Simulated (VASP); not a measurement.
A run of VASP 6.6.1 is set up as follows.

Contents of INCAR:

```
SYSTEM = BeTe
ALGO = Normal ; EDIFF = 1E-7
ENCUT = 520 ; GGA = PS
ISIF = 2 ; ISMEAR = 0
ISPIN = 2 ; LASPH = .TRUE.
LCHARG = .FALSE. ; LORBIT = 11
LREAL = .FALSE. ; LWAVE = .FALSE.
MAGMOM = 0.5 0.5 ; NBANDS = 15
NELM = 150 ; PREC = Accurate
SIGMA = 0.05
```

File KPOINTS:

```
k-points
0
G
  1 1 15
  0 0 0
```

Contents of POSCAR:

```
BeTe
1.0
    9.0000000000      0.0000000000      0.0000000000
    0.0000000000      9.3000000000      0.0000000000
    0.0000000000      0.0000000000      4.3692314305
Be Te
1 1
Direct
    0.5000000000      0.5000000000      0.0000000000
    0.5000000000      0.5000000000      0.4650000000
```

Potentials or basis: VASP PAW PBE potentials, release 64 (Be, Te).

Command:

```sh
$ cat potpaw_PBE.64/Be/POTCAR potpaw_PBE.64/Te/POTCAR > POTCAR
$ mpirun -np 1 vasp_std > vasp.out
```

Predict the largest force.

2.735 eV/Å.

What does it give for the band gap on the k mesh?

2.50 eV (least direct gap 2.85 eV).

Predict the net moment.

0.00 μB per cell.

Forces in eV/Å, atoms in the order of the input:
```
Be   0.000  0.000 -2.735
Te   0.000  0.000  2.735
```

Caveat: the PAW data sets were made with another functional, which shifts forces and pressure a little; spin-orbit coupling is left out, which moves the levels of the heavy elements.
